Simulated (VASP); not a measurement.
# MgS (Niningerite) (Fm-3m) in VASP: settings compared

Aim: see how the results for MgS (Niningerite) move with the level of theory and the settings. Levels: PBE-based global hybrid, PBE-based screened hybrid. Tasks: single point.

Program: VASP 6.6.1. These are calculated values, not measurements. Logs are shortened: lines on timing, memory, paths and dates and some standing lists are left out, and cuts for length are marked.

## (1) The cell of the first run

The structure is cubic, space group Fm-3m (No. 225). Conventional cell: a = 5.203 Å, b = 5.203 Å, c = 5.203 Å, α = 90.00°, β = 90.00°, γ = 90.00°. Within 3.4 Å of Mg (site symmetry m-3m) lie 6 S at 2.60 Å. S (site symmetry m-3m) has 6 Mg at 2.60 Å within 3.4 Å.

## (2) Single point, PBE-based global hybrid

File POSCAR:

```
MgS
1.0
    0.0000000000      2.6015177399      2.6015177399
    2.6015177399      0.0000000000      2.6015177399
    2.6015177399      2.6015177399      0.0000000000
Mg S
1 1
Direct
    0.0000000000      0.0000000000      0.0000000000
    0.5000000000      0.5000000000      0.5000000000
```

File INCAR.step1:

```
PREC = Accurate
ENCUT = 520
EDIFF = 1E-5
ISMEAR = 0
SIGMA = 0.01
LREAL = F
LASPH = T
NELM = 100
ALGO = Normal
ISIF = 2
LWAVE = T
LCHARG = F
GGA = PE
NBANDS = 11
```

File INCAR.step2:

```
PREC = Accurate
ENCUT = 520
EDIFF = 1E-7
ISMEAR = 0
SIGMA = 0.01
LREAL = F
LASPH = T
NELM = 100
ALGO = Normal
ISIF = 2
LWAVE = F
LCHARG = F
GGA = PE
LHFCALC = T
AEXX = 0.15
PRECFOCK = Normal
ISTART = 1
NBANDS = 11
```

File KPOINTS:

```
Automatic mesh
0
Gamma
  4 4 4
```

Potentials or basis: VASP PAW PBE potentials, release 64 (Mg, S).

Command:

```bash
> cat potpaw_PBE.64/Mg/POTCAR potpaw_PBE.64/S/POTCAR > POTCAR
> cp INCAR.step1 INCAR
> mpirun -np 1 vasp_std > vasp.out
> cp INCAR.step2 INCAR
> mpirun -np 1 vasp_std > vasp.out
```

OUTCAR:

```text
PREC = Accurate
   ENCUT = 520
   EDIFF = 1E-7
   ISMEAR = 0
   LREAL = F
   LASPH = T
   NELM = 100
   ISIF = 2
   GGA = PE
   LHFCALC = T
   AEXX = 0.15
   PRECFOCK = Normal
   ISTART = 1

 ion  position               nearest neighbor table
   1  0.000  0.000  0.000-   2 2.60   2 2.60   2 2.60   2 2.60   2 2.60   2 2.60
   2  0.500  0.500  0.500-   1 2.60   1 2.60   1 2.60   1 2.60   1 2.60   1 2.60

  LATTYP: Found a face centered cubic cell.
 ALAT       =     5.2030354798

  Lattice vectors:

 A1 = (   0.0000000000,   2.6015177399,   2.6015177399)
 A2 = (   2.6015177399,   0.0000000000,   2.6015177399)
 A3 = (   2.6015177399,   2.6015177399,   0.0000000000)

Analysis of symmetry for initial positions (statically):
=====================================================================
 Subroutine PRICEL returns:
 Original cell was already a primitive cell.

 Routine SETGRP: Setting up the symmetry group for a
 face centered cubic supercell.

 Subroutine GETGRP returns: Found 48 space group operations
 (whereof 48 operations were pure point group operations)
 out of a pool of 48 trial point group operations.

The static configuration has the point symmetry O_h .

Analysis of symmetry for dynamics (positions and initial velocities):
=====================================================================
 Subroutine PRICEL returns:
 Original cell was already a primitive cell.

 Routine SETGRP: Setting up the symmetry group for a
 face centered cubic supercell.

 Subroutine GETGRP returns: Found 48 space group operations
 (whereof 48 operations were pure point group operations)
 out of a pool of 48 trial point group operations.

The dynamic configuration has the point symmetry O_h .

 Subroutine INISYM returns: Found 48 space group operations
 (whereof 48 operations are pure point group operations),
 and found     1 'primitive' translations

----------------------------------------------------------------------------------------

                                     Primitive cell

  volume of cell :      35.2136

  direct lattice vectors                    reciprocal lattice vectors
     0.000000000  2.601517740  2.601517740    -0.192195499  0.192195499  0.192195499
     2.601517740  0.000000000  2.601517740     0.192195499 -0.192195499  0.192195499
     2.601517740  2.601517740  0.000000000     0.192195499  0.192195499 -0.192195499

  length of vectors
     3.679101671  3.679101671  3.679101671     0.332892369  0.332892369  0.332892369

  position of ions in fractional coordinates (direct lattice)
     0.000000000  0.000000000  0.000000000
     0.500000000  0.500000000  0.500000000

  ion indices of the primitive-cell ions
   primitive index   ion index
                 1           1
                 2           2

----------------------------------------------------------------------------------------

 KPOINTS: Automatic mesh

Automatic generation of k-mesh.
 Grid dimensions read from file:
 generate k-points for:    4    4    4

 Generating k-lattice:

  Cartesian coordinates                     Fractional coordinates (reciprocal lattice)
    -0.048048875  0.048048875  0.048048875     0.250000000  0.000000000  0.000000000
     0.048048875 -0.048048875  0.048048875     0.000000000  0.250000000  0.000000000
     0.048048875  0.048048875 -0.048048875     0.000000000  0.000000000  0.250000000

  Length of vectors
     0.083223092  0.083223092  0.083223092

  Shift w.r.t. Gamma in fractional coordinates (k-lattice)
     0.000000000  0.000000000  0.000000000

 Subroutine IBZKPT returns following result:
 ===========================================

 Found      8 irreducible k-points:

 Following reciprocal coordinates:
            Coordinates               Weight
  0.000000  0.000000  0.000000      1.000000
  0.250000  0.000000  0.000000      8.000000
  0.500000  0.000000  0.000000      4.000000
  0.250000  0.250000  0.000000      6.000000
  0.500000  0.250000  0.000000     24.000000
 -0.250000  0.250000  0.000000     12.000000
  0.500000  0.500000  0.000000      3.000000
 -0.250000  0.500000  0.250000      6.000000
   k-points           NKPTS =      8   k-points in BZ     NKDIM =     64   number of bands    NBANDS=     11
   number of dos      NEDOS =    301   number of ions     NIONS =      2
   total plane-waves  NPLWV =  21952
   dimension x,y,z NGX =    28 NGY =   28 NGZ =   28
   dimension x,y,z NGXF=    56 NGYF=   56 NGZF=   56
   ions per type =               1   1
   NGX,Y,Z   is equivalent  to a cutoff of  12.65, 12.65, 12.65 a.u.
   NGXF,Y,Z  is equivalent  to a cutoff of  25.30, 25.30, 25.30 a.u.
 SYSTEM =  unknown system
   PREC   = accura    normal or accurate (medium, high low for compatibility)
   ISTART =      1    job   : 0-new  1-cont  2-samecut
   ICHARG =      0    charge: 1-file 2-atom 10-const
   ISPIN  =      1    spin polarized calculation?
   LNONCOLLINEAR =      F non collinear calculations
   LSORBIT =      F    spin-orbit coupling
   LASPH  =      T    aspherical Exc in radial PAW
   ENCUT  =  520.0 eV  38.22 Ry    6.18 a.u.   6.84  6.84  6.84*2*pi/ulx,y,z
   NELM   =    100;   NELMIN=  2; NELMDL=  0     # of ELM steps
   EDIFF  = 0.1E-06   stopping-criterion for ELM
   LREAL  =      F    real-space projection
   EDIFFG = 0.1E-05   stopping-criterion for IOM
   NSW    =      0    number of steps for IOM
   IBRION =     -1    ionic relax: 0-MD 1-quasi-New 2-CG
   NFREE  =      0    steps in history (QN), initial steepest desc. (CG)
   ISIF   =      2    stress and relaxation
   ISYM   =      3    0-nonsym 1-usesym 2-fastsym
   POTIM  = 0.5000    time-step for ionic-motion
   TEBEG  =    0.0;   TEEND  =   0.0 temperature during run
   PSTRESS=    0.0 pullay stress
   NELECT =       8.0000    total number of electrons
   NUPDOWN=      -1.0000    fix difference up-down
   EMIN   =  10.00;   EMAX   =-10.00  energy-range for DOS
   EFERMI =   0.00;   METHOD = LEGACY
   ISMEAR =     0;   SIGMA  =   0.01  broadening in eV -4-tet -1-fermi 0-gaus
   EFERMI_NEDOS =   21; number of points for ismear=-14 and -15
   IALGO  =     38    algorithm
   IMIX   =      1    mixing-type and parameters
     AMIX     =   0.40;   BMIX     =  1.00
     AMIX_MAG =   1.60;   BMIX_MAG =  1.00
  volume/ion in A,a.u.               =      17.61       118.82
  Fermi-wavevector in a.u.,A,eV,Ry     =   0.998929  1.887702 13.576703  0.997860
  Thomas-Fermi vector in A             =   2.131185
   LORBIT       =      0    0 simple, 1 ext, 2 COOP (PROOUT), +10 PAW based schemes
   GGA     = PE    functional components
   LHFCALC =     T    Hartree Fock is set to
   PRECFOCK=normal    Normal, Fast or Accurate (Low or Medium for compatibility)
   ENCUT4O =  -1.0   cutoff for four orbital integrals eV
   NKREDX  =     1    reduce k-point grid by
   NKREDY  =     1    reduce k-point grid by
   NKREDZ  =     1    reduce k-point grid by
   AEXX    =    0.1500 exact exchange contribution
   HFSCREEN=    0.0000 screening length (either q_TF or 0.3 A-1)
   HFSCREENC=   0.0000 screening length for correlation (either q_TF or 0.3 A-1)
   ENCUTFOCK=  -1.0 apply spherical cutoff to Coloumb kernel
   IVDW    =     0    specifies the selected vdW correction
   LEPSILON=     F    determine dielectric tensor
   LRPA    =     F    only Hartree local field effects (RPA)
 non-spin polarized calculation
 Gauss-broadening in eV      SIGMA  =   0.01
  energy-cutoff  :      520.00
  volume of cell :       35.21
 maximum number of plane-waves:       960
  NGX = 24; NGY = 24; NGZ = 24

 number of electron       8.0000000 magnetization

 Free energy of the ion-electron system (eV)
  ---------------------------------------------------
  ext. energy  EPLUGINS =         0.00000000
  ---------------------------------------------------
  free energy    TOTEN  =        -9.63677726 eV

  energy without entropy =       -9.63677726  energy(sigma->0) =       -9.63677726

 E-fermi :   3.1726     XC(G=0):  -8.4605

 val. band max:        3.1134133599   @ k =   0.0000   0.0000   0.0000
 cond. band min:       6.9203933680   @ k =   0.5000   0.5000   0.0000
 fundamental gap:      3.8069800081
 Fermi energy:         3.1725631639

 k-point     1 :       0.0000    0.0000    0.0000
  band No.  band energies     occupation
      1     -10.3516      2.00000
      2       3.1134      2.00000
      3       3.1134      2.00000
      4       3.1134      2.00000
      5       7.9274      0.00000
      6      12.2164      0.00000
      7      12.2164      0.00000
      8      12.2164      0.00000
      9      14.7354      0.00000
     10      14.7354      0.00000
     11      16.8095      0.00000

 k-point     2 :       0.2500    0.0000    0.0000
  band No.  band energies     occupation
      1      -9.7576      2.00000
      2       0.1621      2.00000
      3       2.7748      2.00000
      4       2.7748      2.00000
      5       9.1664      0.00000
      6      12.1045      0.00000
      7      12.1045      0.00000
      8      12.6438      0.00000
      9      14.6527      0.00000
     10      14.6527      0.00000
     11      16.2747      0.00000

 k-point     3 :       0.5000    0.0000    0.0000
  band No.  band energies     occupation
      1      -8.9643      2.00000
      2      -2.0089      2.00000
      3       2.4888      2.00000
      4       2.4888      2.00000
      5       8.7142      0.00000
      6      11.1636      0.00000
      7      11.1636      0.00000
      8      14.5831      0.00000
      9      16.5443      0.00000
     10      18.9209      0.00000
     11      18.9209      0.00000
[... 43 lines left out ...]
 k-point     7 :       0.5000    0.5000    0.0000
  band No.  band energies     occupation
      1      -8.5661      2.00000
      2      -1.3455      2.00000
      3       1.3248      2.00000
      4       1.3248      2.00000
      5       6.9204      0.00000
      6       8.5199      0.00000
      7      16.5007      0.00000
      8      17.3191      0.00000
      9      17.8801      0.00000
     10      17.8801      0.00000
     11      20.4201      0.00000

 k-point     8 :      -0.2500    0.5000    0.2500
  band No.  band energies     occupation
      1      -8.5194      2.00000
      2      -0.3088      2.00000
      3      -0.3088      2.00000
      4       0.6507      2.00000
      5       9.4839      0.00000
      6      12.2372      0.00000
      7      12.2372      0.00000
      8      12.3891      0.00000
      9      18.8503      0.00000
     10      18.8503      0.00000
     11      20.2561      0.00000

------------------------ aborting loop because EDIFF is reached ----------------------------------------

  FORCE on cell =-STRESS in cart. coord.  units (eV):
  Direction    XX          YY          ZZ          XY          YZ          ZX
  --------------------------------------------------------------------------------------
  -------------------------------------------------------------------------------------
  Total        0.0453573      0.0453573      0.0453573      0.0000000      0.0000000     -0.0000000
  in kB        2.0637030      2.0637030      2.0637030      0.0000000      0.0000000     -0.0000000
  external PRESSURE =       2.0637030 kB  Pullay stress =       0.0000000 kB

 VOLUME and BASIS-vectors are now :
 -----------------------------------------------------------------------------
  energy-cutoff  :      520.00
  volume of cell :       35.21
      direct lattice vectors                 reciprocal lattice vectors
     0.000000000  2.601517740  2.601517740    -0.192195499  0.192195499  0.192195499
     2.601517740  0.000000000  2.601517740     0.192195499 -0.192195499  0.192195499
     2.601517740  2.601517740  0.000000000     0.192195499  0.192195499 -0.192195499

 POSITION                                       TOTAL-FORCE (eV/Angst)
 -----------------------------------------------------------------------------------
      0.00000      0.00000      0.00000         0.000000      0.000000      0.000000
      2.60152      2.60152      2.60152        -0.000000      0.000000     -0.000000
 -----------------------------------------------------------------------------------
    total drift:                                0.000000     -0.000000     -0.000000

  FREE ENERGIE OF THE ION-ELECTRON SYSTEM (eV)
  ---------------------------------------------------
  free  energy   TOTEN  =        -9.6367772616 eV

  energy  without entropy=       -9.6367772616  energy(sigma->0) =       -9.63677726
```

Run time: 6.9 min. Hardware: 1 thread of AMD EPYC 7R13 (Zen 3), shared host; peak memory 0.13 GiB.

What came out:

| Item | Value |
| --- | --- |
| Free energy | -9.6368 eV |
| Pressure | 0.2 GPa |
| Band gap on the k mesh | 3.81 eV, indirect (least direct gap 4.81 eV) |

Caveat: the k points lie up to 0.52 Å⁻¹ apart; the PAW data sets were made with another functional, which shifts forces and pressure a little. A k mesh can miss the band edges.

## (3) Single point, PBE-based screened hybrid

POSCAR is that of step 2.

File INCAR.step1:

```
SYSTEM = MgS
  ALGO = Normal
  EDIFF = 1E-5
  ENCUT = 520
  GGA = PE
  ISIF = 2
  ISMEAR = 0
  LASPH = .TRUE.
  LREAL = .FALSE.
  LWAVE = .TRUE.
  NBANDS = 11
  NELM = 100
  PREC = Accurate
  SIGMA = 0.01
```

File INCAR.step2:

```
SYSTEM = MgS
  AEXX = 0.05
  ALGO = Normal
  EDIFF = 1E-6
  ENCUT = 520
  GGA = PE
  HFSCREEN = 0.2078
  ISIF = 2
  ISMEAR = 0
  ISTART = 1
  LASPH = .TRUE.
  LCHARG = .TRUE.
  LELF = .TRUE.
  LHFCALC = .TRUE.
  LREAL = .FALSE.
  LVHAR = .TRUE.
  LWAVE = .FALSE.
  NBANDS = 11
  NELM = 100
  PREC = Accurate
  PRECFOCK = Normal
  SIGMA = 0.01
```

File KPOINTS:

```
k-points
0
G
  4 4 4
  0 0 0
```

Potentials or basis: VASP PAW PBE potentials, release 64 (Mg, S).

Command:

```bash
> cat potpaw_PBE.64/Mg/POTCAR potpaw_PBE.64/S/POTCAR > POTCAR
> cp INCAR.step1 INCAR
> mpirun -np 1 vasp_std > vasp.out
> cp INCAR.step2 INCAR
> mpirun -np 1 vasp_std > vasp.out
```

Wall time 4 min (1 thread of AMD EPYC 7R13 (Zen 3), shared host); peak memory 0.24 GiB.

Results (log left out):

* Free energy: -8.7292 eV
* Pressure: 0.9 GPa
* Band gap on the k mesh: 2.95 eV, indirect (least direct gap 3.92 eV)

Levels at points of the mesh, in eV from the valence-band top:
| k point | band 2 | band 3 | band 4 | band 5 | band 6 | band 7 |
| --- | --- | --- | --- | --- | --- | --- |
| (0.00, 0.00, 0.00) | 0.00 | 0.00 | 0.00 | 3.92 | 8.17 | 8.17 |
| (0.50, 0.00, 0.00) | -4.93 | -0.60 | -0.60 | 4.74 | 7.12 | 7.12 |
| (0.50, 0.50, 0.00) | -4.28 | -1.72 | -1.72 | 2.95 | 4.57 | 12.31 |

Caveat: the k points lie up to 0.52 Å⁻¹ apart; the PAW data sets were made with another functional, which shifts forces and pressure a little.
